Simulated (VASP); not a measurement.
Crystal: ScB2Sb3.

```
CELL_PARAMETERS angstrom
3.26572 -4.97997 0.00000
3.26572 4.97997 0.00000
0.00000 0.00000 3.25069
ATOMIC_POSITIONS crystal
Sc 0.50000 0.50000 0.00000
B 0.21563 0.78437 0.00000
B 0.78437 0.21563 0.00000
Sb 0.00000 0.00000 0.00000
Sb 0.50000 0.00000 0.50000
Sb 0.00000 0.50000 0.50000
```

The cell was generated, and may not be a known phase.

```yaml
Program: VASP 6.6.1
Task: relaxation of cell and atoms
Functional: PBE
Potentials_or_basis: VASP PAW PBE potentials, release 64 (Sc_sv, B, Sb)
Cutoff: 600 eV
k_mesh: 4 × 4 × 6
Occupations: gaussian, width 0.1 eV
Spin: no spin polarisation
```

At the start: pressure 13.5 GPa; volume 17.62 Å³/atom.

Problem. How do energy, volume and symmetry change on relaxing?

Solution. Over 19 steps the energy falls by 167.7 meV/atom and the volume is 19.55 Å³/atom (+11.0 %); space group Cmmm (No. 65, to 0.1 Å) before and after.

The path:
```
step  energy change (eV)  largest force (eV/Å)  pressure (GPa)  volume (Å³)
   1              0.0000                1.7284           13.48       105.73
   2             -0.3272                0.3881           -5.54       130.07
   3             -0.6355                0.7790            0.32       118.76
   4             -0.6415                0.6811           -1.04       120.72
   5             -0.6418                0.6980           -0.80       120.37
   6             -0.6919                0.6036           -0.48       119.42
   7             -0.7802                0.4430            0.97       116.56
   8             -0.8219                0.4073            0.46       116.91
   9             -0.9294                0.3078           -0.48       117.92
  10             -0.9390                0.5769           -1.36       119.81
  11             -0.9859                0.0876           -0.98       118.73
  12             -0.9913                0.0997           -1.18       119.10
  13             -0.9917                0.0458           -1.13       119.01
  14             -0.9967                0.2374            0.41       116.85
  15             -1.0002                0.1550           -0.21       117.67
  16             -1.0033                0.1001           -0.09       117.47
  17             -1.0049                0.0320            0.06       117.23
  18             -1.0049                0.0241            0.08       117.19
  19             -1.0061                0.0080            0.00       117.32
```

Final structure:
```yaml
crystal:
  lattice:
    - [3.40627, -4.93900, 0.00000]
    - [3.40627, 4.93900, 0.00000]
    - [0.00000, 0.00000, 3.48684]
  atoms:
    - { symbol: Sc, position: [0.50000, 0.50000, 0.00000] }
    - { symbol: B, position: [0.25320, 0.74680, 0.00000] }
    - { symbol: B, position: [0.74680, 0.25320, 0.00000] }
    - { symbol: Sb, position: [0.00000, 0.00000, 0.00000] }
    - { symbol: Sb, position: [0.50000, 0.00000, 0.50000] }
    - { symbol: Sb, position: [0.00000, 0.50000, 0.50000] }
```
